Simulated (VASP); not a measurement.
# Cd2S (I4/mmm) in VASP: further runs

Runs on Cd2S. Level: PBE. Tasks: relaxation of cell and atoms, single point.

Everything below comes from runs of VASP 6.6.1. Logs are shortened: lines on timing, memory, paths and dates and some standing lists are left out, and cuts for length are marked.

**1. The cell of the first run**

Symmetry: I4/mmm, No. 139, tetragonal system. Conventional cell: a = 4.947 Å, b = 4.947 Å, c = 7.462 Å, α = 90.00°, β = 90.00°, γ = 90.00°. Within 3.2 Å of Cd (site symmetry 4mm) lie 1 S at 2.43 Å and 1 Cd at 2.60 Å. S (site symmetry 4/mmm) has 2 Cd at 2.43 Å within 3.2 Å.

The cell was generated, and may not be a known phase.

**2. Relaxation of cell and atoms, PBE**

INCAR reads:

```
SYSTEM = Cd2S
ALGO     = Normal         ! electronic algorithm
EDIFF    = 1E-7           ! SCF threshold, eV
EDIFFG   = -0.01          ! ionic threshold
ENCUT    = 600            ! plane-wave cutoff, eV
GGA      = PE             ! functional
IBRION   = 2              ! ionic algorithm
ISIF     = 3              ! what is computed and relaxed
ISMEAR   = 0              ! smearing method
LASPH    = .True.         ! aspherical terms in the spheres
LCHARG   = .False.        ! write CHGCAR
LREAL    = .False.        ! projectors in reciprocal space
LWAVE    = .False.        ! write WAVECAR
NELM     = 60             ! most SCF steps
NSW      = 100            ! ionic steps
PREC     = Accurate       ! precision mode
SIGMA    = 0.02           ! smearing width, eV
```

KPOINTS reads:

```
k-points
0
Gamma
  10 10 10
  0 0 0
```

POSCAR reads:

```
Cd2S
1.0
   -2.4736576325      2.4736576325      3.7310247921
    2.4736576325     -2.4736576325      3.7310247921
    2.4736576325      2.4736576325     -3.7310247921
Cd S
2 1
Direct
    0.6742953540      0.6742953540      0.0000000000
    0.3257046460      0.3257046460      0.0000000000
    0.0000000000      0.0000000000      0.0000000000
```

Potentials or basis: VASP PAW PBE potentials, release 64 (Cd, S).

Launch:

```bash
$ cat potpaw_PBE.64/Cd/POTCAR potpaw_PBE.64/S/POTCAR > POTCAR
$ mpirun -np 1 vasp_std > vasp.out
```

OUTCAR:

```text
SYSTEM = Cd2S
   EDIFF = 1E-7
   EDIFFG = -0.01
   ENCUT = 600
   GGA = PE
   IBRION = 2
   ISIF = 3
   ISMEAR = 0
   LASPH = .True.
   LREAL = .False.
   NELM = 60
   NSW = 100
   PREC = Accurate

 ion  position               nearest neighbor table
   1  0.674  0.674  0.000-   3 2.43   2 2.60   2 3.68   2 3.68   2 3.68   2 3.68
   2  0.326  0.326  0.000-   3 2.43   1 2.60   1 3.68   1 3.68   1 3.68   1 3.68
   3  0.000  0.000  0.000-   1 2.43   2 2.43

  LATTYP: Found a body centered tetragonal cell.
 ALAT       =     4.9473152650
 C/A-ratio  =     1.5083028238

  Lattice vectors:

 A1 = (  -2.4736576325,   2.4736576325,   3.7310247921)
 A2 = (   2.4736576325,  -2.4736576325,   3.7310247921)
 A3 = (   2.4736576325,   2.4736576325,  -3.7310247921)

Analysis of symmetry for initial positions (statically):
=====================================================================
 Subroutine PRICEL returns:
 Original cell was already a primitive cell.

 Routine SETGRP: Setting up the symmetry group for a
 body centered tetragonal supercell.

 Subroutine GETGRP returns: Found 16 space group operations
 (whereof 16 operations were pure point group operations)
 out of a pool of 16 trial point group operations.

The static configuration has the point symmetry D_4h.

Analysis of symmetry for dynamics (positions and initial velocities):
=====================================================================
 Subroutine PRICEL returns:
 Original cell was already a primitive cell.

 Routine SETGRP: Setting up the symmetry group for a
 body centered tetragonal supercell.

 Subroutine GETGRP returns: Found 16 space group operations
 (whereof 16 operations were pure point group operations)
 out of a pool of 16 trial point group operations.

The dynamic configuration has the point symmetry D_4h.

 Subroutine INISYM returns: Found 16 space group operations
 (whereof 16 operations are pure point group operations),
 and found     1 'primitive' translations

----------------------------------------------------------------------------------------

                                     Primitive cell

  volume of cell :      91.3203

  direct lattice vectors                    reciprocal lattice vectors
    -2.473657633  2.473657633  3.731024792     0.000000000  0.202129831  0.134011439
     2.473657633 -2.473657633  3.731024792     0.202129831  0.000000000  0.134011439
     2.473657633  2.473657633 -3.731024792     0.202129831  0.202129831  0.000000000

  length of vectors
     5.114539096  5.114539096  5.114539096     0.242519142  0.242519142  0.285854749

  position of ions in fractional coordinates (direct lattice)
     0.674295354  0.674295354  0.000000000
     0.325704646  0.325704646  0.000000000
     0.000000000  0.000000000  0.000000000

  ion indices of the primitive-cell ions
   primitive index   ion index
                 1           1
                 2           2
                 3           3

----------------------------------------------------------------------------------------

 KPOINTS: k-points

Automatic generation of k-mesh.
 Grid dimensions read from file:
 generate k-points for:   10   10   10

 Generating k-lattice:

  Cartesian coordinates                     Fractional coordinates (reciprocal lattice)
     0.000000000  0.020212983  0.013401144     0.100000000 -0.000000000  0.000000000
     0.020212983  0.000000000  0.013401144    -0.000000000  0.100000000  0.000000000
     0.020212983  0.020212983  0.000000000     0.000000000  0.000000000  0.100000000

  Length of vectors
     0.024251914  0.024251914  0.028585475

  Shift w.r.t. Gamma in fractional coordinates (k-lattice)
     0.000000000  0.000000000  0.000000000

 Subroutine IBZKPT returns following result:
 ===========================================

 Found    102 irreducible k-points:

 Following reciprocal coordinates:
            Coordinates               Weight
  0.000000  0.000000  0.000000      1.000000
  0.100000 -0.000000  0.000000      8.000000
  0.200000 -0.000000  0.000000      8.000000
  0.300000  0.000000  0.000000      8.000000
  0.400000  0.000000 -0.000000      8.000000
  0.500000 -0.000000  0.000000      4.000000
[... 16 lines left out ...]
  0.300000  0.300000  0.000000      8.000000
  0.400000  0.300000  0.000000     16.000000
 [... further k-points ...]
   k-points           NKPTS =    102   k-points in BZ     NKDIM =    102   number of bands    NBANDS=     19
   number of dos      NEDOS =    301   number of ions     NIONS =      3
   total plane-waves  NPLWV =  74088
   dimension x,y,z NGX =    42 NGY =   42 NGZ =   42
   dimension x,y,z NGXF=    84 NGYF=   84 NGZF=   84
   ions per type =               2   1
   NGX,Y,Z   is equivalent  to a cutoff of  13.65, 13.65, 13.65 a.u.
   NGXF,Y,Z  is equivalent  to a cutoff of  27.30, 27.30, 27.30 a.u.
 SYSTEM =  Cd2S
   PREC   = accura    normal or accurate (medium, high low for compatibility)
   ISTART =      0    job   : 0-new  1-cont  2-samecut
   ICHARG =      2    charge: 1-file 2-atom 10-const
   ISPIN  =      1    spin polarized calculation?
   LNONCOLLINEAR =      F non collinear calculations
   LSORBIT =      F    spin-orbit coupling
   LASPH  =      T    aspherical Exc in radial PAW
   ENCUT  =  600.0 eV  44.10 Ry    6.64 a.u.  10.22 10.22 10.22*2*pi/ulx,y,z
   NELM   =     60;   NELMIN=  2; NELMDL= -5     # of ELM steps
   EDIFF  = 0.1E-06   stopping-criterion for ELM
   LREAL  =      F    real-space projection
   EDIFFG = -.1E-01   stopping-criterion for IOM
   NSW    =    100    number of steps for IOM
   IBRION =      2    ionic relax: 0-MD 1-quasi-New 2-CG
   NFREE  =      1    steps in history (QN), initial steepest desc. (CG)
   ISIF   =      3    stress and relaxation
   ISYM   =      2    0-nonsym 1-usesym 2-fastsym
   POTIM  = 0.5000    time-step for ionic-motion
   TEBEG  =    0.0;   TEEND  =   0.0 temperature during run
   PSTRESS=    0.0 pullay stress
   NELECT =      30.0000    total number of electrons
   NUPDOWN=      -1.0000    fix difference up-down
   EMIN   =  10.00;   EMAX   =-10.00  energy-range for DOS
   EFERMI =   0.00;   METHOD = LEGACY
   ISMEAR =     0;   SIGMA  =   0.02  broadening in eV -4-tet -1-fermi 0-gaus
   EFERMI_NEDOS =   21; number of points for ismear=-14 and -15
   IALGO  =     38    algorithm
   IMIX   =      4    mixing-type and parameters
     AMIX     =   0.40;   BMIX     =  1.00
     AMIX_MAG =   1.60;   BMIX_MAG =  1.00
  volume/ion in A,a.u.               =      30.44       205.42
  Fermi-wavevector in a.u.,A,eV,Ry     =   1.129604  2.134642 17.361099  1.276005
  Thomas-Fermi vector in A             =   2.266298
   LORBIT       =      0    0 simple, 1 ext, 2 COOP (PROOUT), +10 PAW based schemes
   GGA     = PE    functional components
   LHFCALC =     F    Hartree Fock is set to
   AEXX    =    0.0000 exact exchange contribution
   IVDW    =     0    specifies the selected vdW correction
   LEPSILON=     F    determine dielectric tensor
   LRPA    =     F    only Hartree local field effects (RPA)
 conjugate gradient relaxation of ions
 non-spin polarized calculation
 Gauss-broadening in eV      SIGMA  =   0.02
  energy-cutoff  :      600.00
  volume of cell :       91.32
 maximum number of plane-waves:      3061
 NGX is ok and might be reduce to    42
   NGX = 21   NGY = 21   NGZ = 21

--------------------------------------- Ionic step        1  -------------------------------------------

 number of electron      30.0000005 magnetization

 Free energy of the ion-electron system (eV)
  ---------------------------------------------------
  ext. energy  EPLUGINS =         0.00000000
  ---------------------------------------------------
  free energy    TOTEN  =        -5.34190194 eV

  energy without entropy =       -5.34190194  energy(sigma->0) =       -5.34190194

------------------------ aborting loop because EDIFF is reached ----------------------------------------

  FORCE on cell =-STRESS in cart. coord.  units (eV):
  Direction    XX          YY          ZZ          XY          YZ          ZX
  --------------------------------------------------------------------------------------
  -------------------------------------------------------------------------------------
  Total        0.1787243      0.1787243      0.4834164      0.0000000     -0.0000000      0.0000000
  in kB        3.1356451      3.1356451      8.4813434      0.0000000     -0.0000000      0.0000000
  external PRESSURE =       4.9175445 kB  Pullay stress =       0.0000000 kB
[... 92 lines left out ...]
  FREE ENERGIE OF THE ION-ELECTRON SYSTEM (eV)
  ---------------------------------------------------
  free  energy   TOTEN  =        -5.3432597140 eV

  energy  without entropy=       -5.3432597140  energy(sigma->0) =       -5.34325971

[... ionic steps 4 to 18 ...]

--------------------------------------- Ionic step       19  -------------------------------------------

 number of electron      29.9999996 magnetization

------------------------ aborting loop because EDIFF is reached ----------------------------------------

  FORCE on cell =-STRESS in cart. coord.  units (eV):
  Direction    XX          YY          ZZ          XY          YZ          ZX
  --------------------------------------------------------------------------------------
  -------------------------------------------------------------------------------------
  Total       -0.0014764     -0.0014764     -0.0016998      0.0000000      0.0000000      0.0000000
  in kB       -0.0237878     -0.0237878     -0.0273871      0.0000000      0.0000000      0.0000000
  external PRESSURE =      -0.0249876 kB  Pullay stress =       0.0000000 kB
[... 59 lines left out ...]
  energy  without entropy=       -5.3481472841  energy(sigma->0) =       -5.34814730

--------------------------------------- Ionic step       21  -------------------------------------------

 number of electron      29.9999996 magnetization

 Free energy of the ion-electron system (eV)
  ---------------------------------------------------
  ext. energy  EPLUGINS =         0.00000000
  ---------------------------------------------------
  free energy    TOTEN  =        -5.34815235 eV

  energy without entropy =       -5.34815231  energy(sigma->0) =       -5.34815233

 E-fermi :   0.2596     XC(G=0):  -8.1562

 val. band max:        0.2032635483   @ k =   0.5000  -0.0000   0.0000
 cond. band min:       0.3158865665   @ k =   0.5000  -0.0000   0.0000
 fundamental gap:      0.1126230182
 Fermi energy:         0.2595752011

 k-point     1 :       0.0000    0.0000    0.0000
  band No.  band energies     occupation
      1     -11.9165      2.00000
      2      -8.4188      2.00000
      3      -8.4133      2.00000
      4      -8.4133      2.00000
      5      -8.1868      2.00000
      6      -8.0341      2.00000
[... 11 lines left out ...]
     18       4.7545      0.00000
     19       5.2443      0.00000
[... 489 lines left out ...]
      3      -8.3920      2.00000
      4      -8.3555      2.00000
      5      -8.0770      2.00000
      6      -8.0648      2.00000
[... 11 lines left out ...]
     18       3.4397      0.00000
     19       5.1323      0.00000

 [... further k-points ...]

------------------------ aborting loop because EDIFF is reached ----------------------------------------

  FORCE on cell =-STRESS in cart. coord.  units (eV):
  Direction    XX          YY          ZZ          XY          YZ          ZX
  --------------------------------------------------------------------------------------
  -------------------------------------------------------------------------------------
  Total        0.0008420      0.0008420     -0.0058653      0.0000000     -0.0000000      0.0000000
  in kB        0.0135656      0.0135656     -0.0944941      0.0000000     -0.0000000      0.0000000
  external PRESSURE =      -0.0224543 kB  Pullay stress =       0.0000000 kB
[... 18 lines left out ...]
  FREE ENERGIE OF THE ION-ELECTRON SYSTEM (eV)
  ---------------------------------------------------
  free  energy   TOTEN  =        -5.3481523451 eV

  energy  without entropy=       -5.3481523125  energy(sigma->0) =       -5.34815233

 reached required accuracy - stopping structural energy minimisation
```

Run time: 30 min. Hardware: 1 thread of Intel Xeon Platinum 8488C (Sapphire Rapids), shared host; peak memory 0.44 GiB.

What came out:

- Free energy: -5.3482 eV
- Relaxed volume: 33.15 Å³/atom
- Relaxed cell: a = 5.215 Å, b = 5.215 Å, c = 5.215 Å, α = 120.55°, β = 120.55°, γ = 89.05°
- Space group after relaxing (to 0.1 Å): I4/mmm (No. 139)
- Energy gained by relaxing: 2.1 meV/atom
- Ionic steps: 21
- Pressure after relaxing: 0.0 GPa
- Largest force after relaxing: 0.006 eV/Å
- Band gap on the k mesh: 0.11 eV

Forces on the atoms (eV/Å):
```
Cd   0.000  0.000  0.006
Cd   0.000  0.000 -0.006
S    0.000  0.000  0.000
```

Step by step:
```tsv
step	energy change (eV)	largest force (eV/Å)	pressure (GPa)	volume (Å³)
1	0.0000	0.0072	0.49	91.32
2	-0.0006	0.0018	-0.20	92.56
3	-0.0014	0.0041	0.08	92.03
4	-0.0018	0.0066	0.07	92.35
5	-0.0031	0.0394	0.07	93.32
6	-0.0044	0.1080	0.07	95.27
7	-0.0049	0.0795	0.05	95.60
8	-0.0054	0.0293	0.01	96.20
9	-0.0055	0.0710	-0.04	97.41
10	-0.0056	0.0271	-0.01	96.88
11	-0.0057	0.0283	0.02	97.09
12	-0.0057	0.0296	0.05	97.24
13	-0.0058	0.0323	0.10	97.54
14	-0.0058	0.0276	0.10	97.71
15	-0.0059	0.0216	0.10	97.92
16	-0.0061	0.0094	0.09	98.33
17	-0.0062	0.0159	0.08	99.16
18	-0.0062	0.0123	0.00	99.42
19	-0.0062	0.0121	0.00	99.44
20	-0.0062	0.0120	-0.01	99.45
21	-0.0063	0.0058	0.00	99.45
```

Final structure:
```cif
data_structure
_symmetry_space_group_name_H-M 'P 1'
_symmetry_Int_Tables_number 1
_cell_length_a 5.2151
_cell_length_b 5.2151
_cell_length_c 5.2151
_cell_angle_alpha 120.549
_cell_angle_beta 120.549
_cell_angle_gamma 89.052
_cell_volume 99.45
loop_
_atom_site_label
_atom_site_type_symbol
_atom_site_fract_x
_atom_site_fract_y
_atom_site_fract_z
_atom_site_occupancy
Cd1 Cd 0.67509 0.67509 0.00000 1
Cd2 Cd 0.32491 0.32491 0.00000 1
S1 S 0.00000 0.00000 0.00000 1
```

**3. Single point, PBE**

This run uses another cell than the first one, of 33.53 Å³/atom.

INCAR reads:

```
SYSTEM = Cd2S
PREC = Accurate
ENCUT = 630
EDIFF = 1E-6
ISMEAR = 0
SIGMA = 0.01
LREAL = .False.
LASPH = .True.
NELM = 120
ALGO = Normal
ISIF = 2
LWAVE = .False.
LCHARG = .False.
GGA = PE
NBANDS = 30
GGA_COMPAT = .False.
```

KPOINTS reads:

```
regular mesh
0
Gamma
  10 10 10
  0 0 0
```

POSCAR reads:

```
Cd2S
1.0
   -2.6059812025      2.6059812025      3.7029674524
    2.6059812025     -2.6059812025      3.7029674524
    2.6059812025      2.6059812025     -3.7029674524
Cd S
2 1
Direct
    0.6753489154      0.6753489154      0.0000000000
    0.3246510846      0.3246510846      0.0000000000
    0.0000000000      0.0000000000      0.0000000000
```

Potentials or basis: VASP PAW PBE potentials, release 64 (Cd_sv_GW, S).

Launch:

```bash
$ cat potpaw_PBE.64/Cd_sv_GW/POTCAR potpaw_PBE.64/S/POTCAR > POTCAR
$ mpirun -np 1 vasp_std > vasp.out
```

Run time: 6.4 min. Hardware: 1 thread of Intel Xeon Platinum 8375C at 2.90GHz (Ice Lake), shared host; peak memory 0.62 GiB.

It converged, with:

```
Free energy            : -5.4874 eV
Pressure               : -0.1 GPa
Largest force          : 0.013 eV/Å
Band gap on the k mesh : 0.23 eV
```

Forces on the atoms (eV/Å):
```
Cd   0.000  0.000  0.013
Cd   0.000  0.000 -0.013
S    0.000  0.000  0.000
```

Levels at points of the mesh, in eV from the valence-band top:
```csv
k point,band 20,band 21,band 22,band 23,band 24,band 25,band 26,band 27
"(0.00, 0.00, 0.00)",-3.31,-2.85,-0.91,-0.91,3.61,3.61,4.71,5.17
"(0.50, 0.00, 0.00)",-4.29,-1.94,-1.11,0.00,0.23,3.09,3.19,5.09
"(0.50, 0.50, 0.00)",-3.60,-2.50,-2.42,-1.09,2.11,3.33,4.43,5.06
"(0.50, 0.50, 0.50)",-4.59,-2.12,-1.76,-1.76,3.45,4.16,4.16,4.82
```
